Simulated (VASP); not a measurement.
## Ge: single point with PBEsol

The system is Ge.

```
Ge
1.0
     2.99111    0.00000    0.00000
    -1.51052    2.58168    0.00000
     0.00000    0.00000    4.72760
Ge
2
Direct
  0.66655 0.33345 0.25000
  0.33345 0.66655 0.75000
```

```json
{
  "Program": "VASP 6.6.1",
  "Task": "single point",
  "Functional": "PBEsol",
  "Potentials or basis": "VASP PAW PBE potentials, release 64 (Ge_d)",
  "Cutoff": "520 eV",
  "k mesh": "7 × 7 × 4",
  "Occupations": "gaussian, width 0.1 eV",
  "Spin": "no spin polarisation",
  "Dipole correction": "no",
  "Further INCAR settings": "ALGO = Normal; EDIFF = 1e-07; NBANDS = 21"
}
```

```yaml
Pressure: 1.8 GPa
Largest_force: 0.013 eV/Å
Band_gap_on_the_k_mesh: zero (band 14 reaches 13.73 eV, above the bottom of band 15 at 5.34 eV)
```

Forces in eV/Å, atoms in the order of the input:
```
Ge  -0.012  0.007  0.000
Ge   0.012 -0.007  0.000
```

Stress tensor (GPa, compression positive):
```
 2.78 -0.59  0.00
-0.59  2.09  0.00
 0.00  0.00  0.51
```

Levels at points of the mesh, in eV from the Fermi level:
```
           k point  band 10  band 11  band 12  band 13  band 14  band 15  band 16  band 17  band 18  band 19
(0.00, 0.00, 0.00)   -24.43   -13.36    -7.46    -5.53     6.62     6.73     8.70     8.82    10.13    11.42
(0.00, 0.00, 0.50)   -24.45   -11.68   -11.68     1.89     1.89     7.76     7.76     7.87     7.87    12.72
```

Wall time 54 s on 1 thread of AMD EPYC 7R13 (shared host), peak memory 0.14 GiB.

Caveat: the PAW data sets were made with another functional, which shifts forces and pressure a little.
